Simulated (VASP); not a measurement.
# TaN (P-6m2) in VASP: further runs

TaN is run at these levels: LDA+U, LDA; tasks: single point.

Program: VASP 6.6.1. These are calculated values, not measurements. Logs are shortened: lines on timing, memory, paths and dates and some standing lists are left out, and cuts for length are marked.

### 1 The cell of the first run

It takes space group P-6m2 (No. 187, hexagonal). The conventional cell has a = 2.938 Å, b = 2.938 Å, c = 2.883 Å, α = 90.00°, β = 90.00°, γ = 120.00°. Within 2.9 Å of Ta (site symmetry -6m2) lie 6 N at 2.23 Å and 2 Ta at 2.88 Å. Within 2.9 Å of N (site symmetry -6m2) lie 6 Ta at 2.23 Å and 2 N at 2.88 Å.

### 2 Single point, LDA+U

Contents of INCAR:

```
PREC = Accurate
ENCUT = 600
EDIFF = 1E-6
ISMEAR = -1
SIGMA = 0.05
LREAL = F
LASPH = T
NELM = 200
ALGO = Normal
ISIF = 2
LWAVE = F
LCHARG = T
LMAXMIX = 4
LDAU = T
LDAUTYPE = 2
LDAUL = 2 -1
LDAUU = 4 0
LDAUJ = 0 0
LDAUPRINT = 1
LELF = T
LVHAR = T
NBANDS = 16
GGA_COMPAT = F
```

Contents of KPOINTS:

```
regular mesh
0
Gamma
  10 10 9
```

Contents of POSCAR:

```
TaN
1.0
    2.9380000000      0.0000000000      0.0000000000
   -1.4690000000      2.5443826363      0.0000000000
    0.0000000000      0.0000000000      2.8830000000
Ta N
1 1
Direct
    0.0000000000      0.0000000000      0.5000000000
    0.6666666667      0.3333333333      0.0000000000
```

Potentials or basis: VASP PAW LDA potentials, release 64 (Ta_sv_GW, N).

Started as:

```sh
$ cat potpaw_LDA.64/Ta_sv_GW/POTCAR potpaw_LDA.64/N/POTCAR > POTCAR
$ mpirun -np 1 vasp_std > vasp.out
```

OUTCAR:

```text
PREC = Accurate
   ENCUT = 600
   EDIFF = 1E-6
   ISMEAR = -1
   LREAL = F
   LASPH = T
   NELM = 200
   ISIF = 2

 ion  position               nearest neighbor table
   1  0.000  0.000  0.500-   2 2.23   2 2.23   2 2.23   2 2.23   2 2.23   2 2.23
   2  0.667  0.333  0.000-   1 2.23   1 2.23   1 2.23   1 2.23   1 2.23   1 2.23

  LATTYP: Found a hexagonal cell.
 ALAT       =     2.9380000000
 C/A-ratio  =     0.9812797822

  Lattice vectors:

 A1 = (   2.9380000000,   0.0000000000,   0.0000000000)
 A2 = (  -1.4690000000,   2.5443826363,   0.0000000000)
 A3 = (   0.0000000000,   0.0000000000,   2.8830000000)

Analysis of symmetry for initial positions (statically):
=====================================================================
 Subroutine PRICEL returns:
 Original cell was already a primitive cell.

 Routine SETGRP: Setting up the symmetry group for a
 hexagonal supercell.

 Subroutine GETGRP returns: Found 12 space group operations
 (whereof 12 operations were pure point group operations)
 out of a pool of 24 trial point group operations.

The static configuration has the point symmetry D_3h.

Analysis of symmetry for dynamics (positions and initial velocities):
=====================================================================
 Subroutine PRICEL returns:
 Original cell was already a primitive cell.

 Routine SETGRP: Setting up the symmetry group for a
 hexagonal supercell.

 Subroutine GETGRP returns: Found 12 space group operations
 (whereof 12 operations were pure point group operations)
 out of a pool of 24 trial point group operations.

The dynamic configuration has the point symmetry D_3h.

 Subroutine INISYM returns: Found 12 space group operations
 (whereof 12 operations are pure point group operations),
 and found     1 'primitive' translations

----------------------------------------------------------------------------------------

                                     Primitive cell

  volume of cell :      21.5516

  direct lattice vectors                    reciprocal lattice vectors
     2.938000000  0.000000000  0.000000000     0.340367597  0.196511324  0.000000000
    -1.469000000  2.544382636  0.000000000     0.000000000  0.393022648  0.000000000
     0.000000000  0.000000000  2.883000000     0.000000000  0.000000000  0.346860909

  length of vectors
     2.938000000  2.938000000  2.883000000     0.393022648  0.393022648  0.346860909

  position of ions in fractional coordinates (direct lattice)
     0.000000000  0.000000000  0.500000000
     0.666666667  0.333333333  0.000000000

  ion indices of the primitive-cell ions
   primitive index   ion index
                 1           1
                 2           2

----------------------------------------------------------------------------------------

 KPOINTS: regular mesh

Automatic generation of k-mesh.
 Grid dimensions read from file:
 generate k-points for:   10   10    9

 Generating k-lattice:

  Cartesian coordinates                     Fractional coordinates (reciprocal lattice)
     0.034036760  0.019651132  0.000000000     0.100000000  0.000000000  0.000000000
     0.000000000  0.039302265  0.000000000     0.000000000  0.100000000  0.000000000
     0.000000000  0.000000000  0.038540101     0.000000000  0.000000000  0.111111111

  Length of vectors
     0.039302265  0.039302265  0.038540101

  Shift w.r.t. Gamma in fractional coordinates (k-lattice)
     0.000000000  0.000000000  0.000000000

 Subroutine IBZKPT returns following result:
[... 36 lines left out ...]
   ions per type =               1   1
   NGX,Y,Z   is equivalent  to a cutoff of  13.58, 13.58, 13.84 a.u.
   NGXF,Y,Z  is equivalent  to a cutoff of  27.16, 27.16, 27.68 a.u.
 SYSTEM =  unknown system
   PREC   = accura    normal or accurate (medium, high low for compatibility)
   ISTART =      0    job   : 0-new  1-cont  2-samecut
   ICHARG =      2    charge: 1-file 2-atom 10-const
   ISPIN  =      1    spin polarized calculation?
   LNONCOLLINEAR =      F non collinear calculations
   LSORBIT =      F    spin-orbit coupling
   LASPH  =      T    aspherical Exc in radial PAW
   ENCUT  =  600.0 eV  44.10 Ry    6.64 a.u.   5.87  5.87  5.76*2*pi/ulx,y,z
   NELM   =    200;   NELMIN=  2; NELMDL= -5     # of ELM steps
   EDIFF  = 0.1E-05   stopping-criterion for ELM
   LREAL  =      F    real-space projection
   EDIFFG = 0.1E-04   stopping-criterion for IOM
   NSW    =      0    number of steps for IOM
   IBRION =     -1    ionic relax: 0-MD 1-quasi-New 2-CG
   NFREE  =      0    steps in history (QN), initial steepest desc. (CG)
   ISIF   =      2    stress and relaxation
   ISYM   =      2    0-nonsym 1-usesym 2-fastsym
   POTIM  = 0.5000    time-step for ionic-motion
   TEBEG  =    0.0;   TEEND  =   0.0 temperature during run
   PSTRESS=    0.0 pullay stress
   NELECT =      18.0000    total number of electrons
   NUPDOWN=      -1.0000    fix difference up-down
   EMIN   =  10.00;   EMAX   =-10.00  energy-range for DOS
   EFERMI =   0.00;   METHOD = LEGACY
   ISMEAR =    -1;   SIGMA  =   0.05  broadening in eV -4-tet -1-fermi 0-gaus
   EFERMI_NEDOS =   21; number of points for ismear=-14 and -15
   IALGO  =     38    algorithm
   IMIX   =      4    mixing-type and parameters
     AMIX     =   0.40;   BMIX     =  1.00
     AMIX_MAG =   1.60;   BMIX_MAG =  1.00
  volume/ion in A,a.u.               =      10.78        72.72
  Fermi-wavevector in a.u.,A,eV,Ry     =   1.541722  2.913432 32.339776  2.376906
  Thomas-Fermi vector in A             =   2.647628
   LORBIT       =      0    0 simple, 1 ext, 2 COOP (PROOUT), +10 PAW based schemes
 LDA+U is selected, type is set to LDAUTYPE =  2
   angular momentum for each species LDAUL =     2   -1
   U (eV)           for each species LDAUU =   4.0  0.0
   J (eV)           for each species LDAUJ =   0.0  0.0
   GGA     = CA    functional components
   LHFCALC =     F    Hartree Fock is set to
   AEXX    =    0.0000 exact exchange contribution
   IVDW    =     0    specifies the selected vdW correction
   LEPSILON=     F    determine dielectric tensor
   LRPA    =     F    only Hartree local field effects (RPA)
 non-spin polarized calculation
  energy-cutoff  :      600.00
  volume of cell :       21.55
 maximum number of plane-waves:       729
 NGX is ok and might be reduce to    24
   NGX = 11   NGY = 11   NGZ = 11

atom =   1  type =  1  l = 2

 onsite density matrix

spin component  1

  0.2530  0.0000  0.0000 -0.0000  0.0000
  0.0000  0.1729  0.0000  0.0000 -0.0000
  0.0000  0.0000  0.3021 -0.0000 -0.0000
 -0.0000  0.0000 -0.0000  0.1729  0.0000
  0.0000 -0.0000 -0.0000  0.0000  0.2530

spin component  2

  0.2530  0.0000  0.0000 -0.0000  0.0000
  0.0000  0.1729  0.0000  0.0000 -0.0000
  0.0000  0.0000  0.3021 -0.0000 -0.0000
 -0.0000  0.0000 -0.0000  0.1729  0.0000
  0.0000 -0.0000 -0.0000  0.0000  0.2530

 occupancies and eigenvectors

  o =  0.1729  v =  0.0000 -1.0000  0.0000 -0.0000  0.0000  0.0000  0.0000  0.0000  0.0000  0.0000      0.0000  0.0000  0.0000  0.0000  0.0000  0.0000  0.0000  0.0000  0.0000  0.0000
  o =  0.1729  v =  0.0000  0.0000  0.0000  0.0000  0.0000  0.0000 -1.0000  0.0000 -0.0000  0.0000      0.0000  0.0000  0.0000  0.0000  0.0000  0.0000  0.0000  0.0000  0.0000  0.0000
  o =  0.1729  v =  0.0000  0.0000 -0.0000 -1.0000  0.0000  0.0000  0.0000  0.0000  0.0000  0.0000      0.0000  0.0000  0.0000  0.0000  0.0000  0.0000  0.0000  0.0000  0.0000  0.0000
  o =  0.1729  v =  0.0000  0.0000  0.0000  0.0000  0.0000  0.0000  0.0000 -0.0000 -1.0000  0.0000      0.0000  0.0000  0.0000  0.0000  0.0000  0.0000  0.0000  0.0000  0.0000  0.0000
  o =  0.2530  v =  1.0000  0.0000  0.0000  0.0000  0.0000  0.0000  0.0000  0.0000  0.0000  0.0000      0.0000  0.0000  0.0000  0.0000  0.0000  0.0000  0.0000  0.0000  0.0000  0.0000
  o =  0.2530  v =  0.0000  0.0000  0.0000  0.0000  0.0000  1.0000  0.0000  0.0000  0.0000  0.0000      0.0000  0.0000  0.0000  0.0000  0.0000  0.0000  0.0000  0.0000  0.0000  0.0000
  o =  0.2530  v =  0.0000  0.0000  0.0000  0.0000  0.0000  0.0000 -0.0000 -0.0000 -0.0000 -1.0000      0.0000  0.0000  0.0000  0.0000  0.0000  0.0000  0.0000  0.0000  0.0000  0.0000
  o =  0.2530  v =  0.0000 -0.0000 -0.0000 -0.0000 -1.0000  0.0000  0.0000  0.0000  0.0000  0.0000      0.0000  0.0000  0.0000  0.0000  0.0000  0.0000  0.0000  0.0000  0.0000  0.0000
  o =  0.3021  v =  0.0000  0.0000  0.0000  0.0000  0.0000  0.0000  0.0000  1.0000 -0.0000 -0.0000      0.0000  0.0000  0.0000  0.0000  0.0000  0.0000  0.0000  0.0000  0.0000  0.0000
  o =  0.3021  v =  0.0000  0.0000  1.0000 -0.0000 -0.0000  0.0000  0.0000  0.0000  0.0000  0.0000      0.0000  0.0000  0.0000  0.0000  0.0000  0.0000  0.0000  0.0000  0.0000  0.0000

 number of electron      18.0000000 magnetization

 Free energy of the ion-electron system (eV)
  ---------------------------------------------------
  ext. energy  EPLUGINS =         0.00000000
  ---------------------------------------------------
  free energy    TOTEN  =       -23.62130744 eV

  energy without entropy =      -23.62102959  energy(sigma->0) =      -23.62116852

 E-fermi :  12.8102     XC(G=0): -13.9845

 val. band max:       12.6817903742   @ k =   0.0000   0.0000   0.4444
 cond. band min:      13.0075024386   @ k =   0.0000   0.0000   0.3333
 fundamental gap:      0.3257120644
 Fermi energy:        12.8102070477

 k-point     1 :       0.0000    0.0000    0.0000
  band No.  band energies     occupation
      1     -56.2833      2.00000
      2     -22.7785      2.00000
      3     -22.5255      2.00000
      4     -22.5255      2.00000
      5      -5.1917      2.00000
      6       8.0179      2.00000
[... 433 lines left out ...]
      3     -22.8056      2.00000
      4     -22.7347      2.00000
      5      -2.7752      2.00000
      6       4.3729      2.00000
[... 8 lines left out ...]
     15      24.0545      0.00000
     16      27.9298      0.00000

 [... further k-points ...]

------------------------ aborting loop because EDIFF is reached ----------------------------------------

  FORCE on cell =-STRESS in cart. coord.  units (eV):
  Direction    XX          YY          ZZ          XY          YZ          ZX
  --------------------------------------------------------------------------------------
  -------------------------------------------------------------------------------------
  Total        0.3568809      0.3568809      0.3648289      0.0000000     -0.0000000      0.0000000
  in kB       26.5310870     26.5310870     27.1219541      0.0000000     -0.0000000      0.0000000
  external PRESSURE =      26.7280427 kB  Pullay stress =       0.0000000 kB

 VOLUME and BASIS-vectors are now :
 -----------------------------------------------------------------------------
  energy-cutoff  :      600.00
  volume of cell :       21.55
      direct lattice vectors                 reciprocal lattice vectors
     2.938000000  0.000000000  0.000000000     0.340367597  0.196511324  0.000000000
    -1.469000000  2.544382636  0.000000000     0.000000000  0.393022648  0.000000000
     0.000000000  0.000000000  2.883000000     0.000000000  0.000000000  0.346860909

 POSITION                                       TOTAL-FORCE (eV/Angst)
 -----------------------------------------------------------------------------------
      0.00000      0.00000      1.44150         0.000000      0.000000      0.000000
      1.46900      0.84813      0.00000        -0.000000      0.000000      0.000000
 -----------------------------------------------------------------------------------
    total drift:                               -0.000000      0.000000      0.000000

  FREE ENERGIE OF THE ION-ELECTRON SYSTEM (eV)
  ---------------------------------------------------
  free  energy   TOTEN  =       -23.6213074424 eV

  energy  without entropy=      -23.6210295913  energy(sigma->0) =      -23.62116852
```

It took 9.3 s on 1 thread of Intel Xeon 6975P-C (Granite Rapids), shared host; peak memory 0.16 GiB.

What came out:

```yaml
Free_energy: -23.6213 eV
Pressure: 2.7 GPa
Band_gap_on_the_k_mesh: zero (band 9 reaches 13.01 eV, above the bottom of band 10 at 12.68 eV)
```

Eigenvalues of the final occupation matrices:
| site | spin | trace | eigenvalues |
| --- | --- | --- | --- |
| site 1 d | 1 | 1.15 | 0.17 0.17 0.25 0.25 0.30 |
| site 1 d | 2 | 1.15 | 0.17 0.17 0.25 0.25 0.30 |

Caveat: spin-orbit coupling is left out, which moves the levels of the heavy elements; U without spin polarisation on a metal has little footing.

### 3 Single point, LDA+U

Contents of INCAR:

```
  PREC = Accurate
  ENCUT = 600
  EDIFF = 1E-6
  ISMEAR = -1
  SIGMA = 0.05
  LREAL = F
  LASPH = T
  NELM = 200
  ALGO = Normal
  ISIF = 2
  LWAVE = F
  LCHARG = F
  LMAXMIX = 4
  LDAU = T
  LDAUTYPE = 2
  LDAUL = 2 -1
  LDAUU = 5 0
  LDAUJ = 0 0
  LDAUPRINT = 1
  GGA = CA
  NBANDS = 16
  GGA_COMPAT = F
```

KPOINTS is that of step 2.

POSCAR is that of step 2.

Potentials or basis: VASP PAW LDA potentials, release 64 (Ta_sv_GW, N).

Started as:

```sh
$ cat potpaw_LDA.64/Ta_sv_GW/POTCAR potpaw_LDA.64/N/POTCAR > POTCAR
$ mpirun -np 1 vasp_std > vasp.out
```

It took 8.4 s on 1 thread of Intel Xeon 6975P-C (Granite Rapids), shared host; peak memory 0.15 GiB.

Results (log left out):

- Free energy: -22.7522 eV
- Pressure: 6.2 GPa
- Band gap on the k mesh: zero (band 9 reaches 13.19 eV, above the bottom of band 10 at 12.85 eV)

Stress tensor (GPa, compression positive):
```
6.04 0.00 0.00
0.00 6.04 0.00
0.00 0.00 6.45
```

Levels at points of the mesh, in eV from the Fermi level:
| k point | band 5 | band 6 | band 7 | band 8 | band 9 | band 10 | band 11 | band 12 | band 13 | band 14 |
| --- | --- | --- | --- | --- | --- | --- | --- | --- | --- | --- |
| (0.00, 0.00, 0.00) | -18.13 | -4.85 | -4.85 | -4.53 | -3.43 | 1.63 | 3.35 | 3.35 | 4.36 | 4.36 |
| (0.50, 0.00, 0.00) | -15.70 | -8.84 | -5.39 | -3.73 | -3.64 | 3.32 | 3.82 | 5.12 | 5.28 | 6.71 |

Eigenvalues of the final occupation matrices:
```tsv
site	spin	trace	eigenvalues
site 1 d	1	1.13	0.17 0.17 0.25 0.25 0.30
site 1 d	2	1.13	0.17 0.17 0.25 0.25 0.30
```

Caveat: spin-orbit coupling is left out, which moves the levels of the heavy elements; U without spin polarisation on a metal has little footing.

### 4 Single point, LDA

This run uses another cell than the first one, of 11.42 Å³/atom, 1.060 times its volume.

Contents of INCAR:

```
SYSTEM = TaN
PREC = Accurate
ENCUT = 600
EDIFF = 1E-6
ISMEAR = -1
SIGMA = 0.05
LREAL = .False.
LASPH = .True.
NELM = 120
ALGO = Normal
ISIF = 2
LWAVE = .False.
LCHARG = .False.
GGA = CA
NBANDS = 16
GGA_COMPAT = .False.
```

Contents of KPOINTS:

```
Automatic mesh
0
Gamma
  10 10 9
  0 0 0
```

Contents of POSCAR:

```
TaN
1.0
    2.9956224723      0.0000000000      0.0000000000
   -1.4978112361      2.5942851611      0.0000000000
    0.0000000000      0.0000000000      2.9395437670
Ta N
1 1
Direct
    0.0000000000      0.0000000000      0.5000000000
    0.6666666667      0.3333333333      0.0000000000
```

Potentials or basis: VASP PAW LDA potentials, release 64 (Ta_sv_GW, N).

Started as:

```sh
$ cat potpaw_LDA.64/Ta_sv_GW/POTCAR potpaw_LDA.64/N/POTCAR > POTCAR
$ mpirun -np 1 vasp_std > vasp.out
```

OUTCAR:

```text
SYSTEM = TaN
   PREC = Accurate
   ENCUT = 600
   EDIFF = 1E-6
   ISMEAR = -1
   LREAL = .False.
   LASPH = .True.
   NELM = 120
   ISIF = 2
   GGA = CA

 ion  position               nearest neighbor table
   1  0.000  0.000  0.500-   2 2.27   2 2.27   2 2.27   2 2.27   2 2.27   2 2.27
   2  0.667  0.333  0.000-   1 2.27   1 2.27   1 2.27   1 2.27   1 2.27   1 2.27

  LATTYP: Found a hexagonal cell.
 ALAT       =     2.9956224723
 C/A-ratio  =     0.9812797821

  Lattice vectors:

 A1 = (   2.9956224723,   0.0000000000,   0.0000000000)
 A2 = (  -1.4978112361,   2.5942851611,   0.0000000000)
 A3 = (   0.0000000000,   0.0000000000,   2.9395437670)

Analysis of symmetry for initial positions (statically):
=====================================================================
 Subroutine PRICEL returns:
 Original cell was already a primitive cell.

 Routine SETGRP: Setting up the symmetry group for a
 hexagonal supercell.

 Subroutine GETGRP returns: Found 12 space group operations
[... 158 lines left out ...]
  ---------------------------------------------------
  ext. energy  EPLUGINS =         0.00000000
  ---------------------------------------------------
  free energy    TOTEN  =       -27.05309376 eV

  energy without entropy =      -27.05268666  energy(sigma->0) =      -27.05289021

 E-fermi :  11.3271     XC(G=0): -13.6442

 val. band max:       11.2119861213   @ k =   0.0000   0.0000   0.4444
 cond. band min:      11.4775662682   @ k =   0.0000   0.0000   0.3333
 fundamental gap:      0.2655801468
 Fermi energy:        11.3270987645

 k-point     1 :       0.0000    0.0000    0.0000
  band No.  band energies     occupation
      1     -56.9719      2.00000
      2     -23.4908      2.00000
      3     -23.2566      2.00000
      4     -23.2566      2.00000
      5      -5.7868      2.00000
      6       7.0023      2.00000
[... 433 lines left out ...]
      3     -23.4896      2.00000
      4     -23.4562      2.00000
      5      -3.6637      2.00000
      6       3.6401      2.00000
[... 8 lines left out ...]
     15      22.2962      0.00000
     16      26.3001      0.00000

 [... further k-points ...]
[... 5 lines left out ...]
  --------------------------------------------------------------------------------------
  -------------------------------------------------------------------------------------
  Total       -3.7749020     -3.7749020     -4.2788134     -0.0000000      0.0000000      0.0000000
  in kB     -264.7472977   -264.7472977   -300.0884006     -0.0000000      0.0000000      0.0000000
  external PRESSURE =    -276.5276653 kB  Pullay stress =       0.0000000 kB

 VOLUME and BASIS-vectors are now :
 -----------------------------------------------------------------------------
  energy-cutoff  :      600.00
  volume of cell :       22.84
      direct lattice vectors                 reciprocal lattice vectors
     2.995622472  0.000000000  0.000000000     0.333820436  0.192731319  0.000000000
    -1.497811236  2.594285161  0.000000000     0.000000000  0.385462637  0.000000000
     0.000000000  0.000000000  2.939543767     0.000000000  0.000000000  0.340188845

 POSITION                                       TOTAL-FORCE (eV/Angst)
 -----------------------------------------------------------------------------------
      0.00000      0.00000      1.46977        -0.000000      0.000000      0.000000
      1.49781      0.86476      0.00000         0.000000     -0.000000      0.000000
 -----------------------------------------------------------------------------------
    total drift:                               -0.000000      0.000000      0.000000

  FREE ENERGIE OF THE ION-ELECTRON SYSTEM (eV)
  ---------------------------------------------------
  free  energy   TOTEN  =       -27.0530937637 eV

  energy  without entropy=      -27.0526866644  energy(sigma->0) =      -27.05289021
```

OSZICAR:

```text
N       E                     dE             d eps       ncg     rms          rms(c)
DAV:   1     0.112460367233E+03    0.11246E+03   -0.12223E+04  2256   0.126E+03
DAV:   2    -0.249985789116E+02   -0.13746E+03   -0.13294E+03  3096   0.318E+02
DAV:   3    -0.307575197633E+02   -0.57589E+01   -0.57538E+01  2864   0.577E+01
DAV:   4    -0.308797427308E+02   -0.12222E+00   -0.12222E+00  3192   0.594E+00
DAV:   5    -0.308827520388E+02   -0.30093E-02   -0.30093E-02  2808   0.646E-01    0.527E+01
DAV:   6    -0.273301832612E+02    0.35526E+01   -0.79984E+00  2344   0.231E+01    0.586E+01
DAV:   7    -0.271500131251E+02    0.18017E+00   -0.50295E-01  2368   0.520E+00    0.282E+01
DAV:   8    -0.270583578945E+02    0.91655E-01   -0.22722E-01  2736   0.339E+00    0.887E+00
DAV:   9    -0.270535622161E+02    0.47957E-02   -0.13940E-02  2776   0.101E+00    0.132E+00
DAV:  10    -0.270531611492E+02    0.40107E-03   -0.23309E-03  2352   0.454E-01    0.318E-01
DAV:  11    -0.270530989063E+02    0.62243E-04   -0.21606E-04  2720   0.138E-01    0.126E-01
DAV:  12    -0.270530941288E+02    0.47775E-05   -0.24587E-05  2520   0.399E-02    0.323E-02
DAV:  13    -0.270530937637E+02    0.36511E-06   -0.16165E-06  2456   0.109E-02
   1 F= -.27053094E+02 E0= -.27052890E+02  d E =-.407099E-03
```

It took 18 s on 1 thread of Intel Xeon Platinum 8375C at 2.90GHz (Ice Lake), shared host; peak memory 0.15 GiB.

What came out:

```yaml
Free_energy: -27.0531 eV
Pressure: -27.7 GPa
Band_gap_on_the_k_mesh: zero (band 9 reaches 11.48 eV, above the bottom of band 10 at 11.21 eV)
```

Caveat: spin-orbit coupling is left out, which moves the levels of the heavy elements.

(Continued in part 2 of 2.)
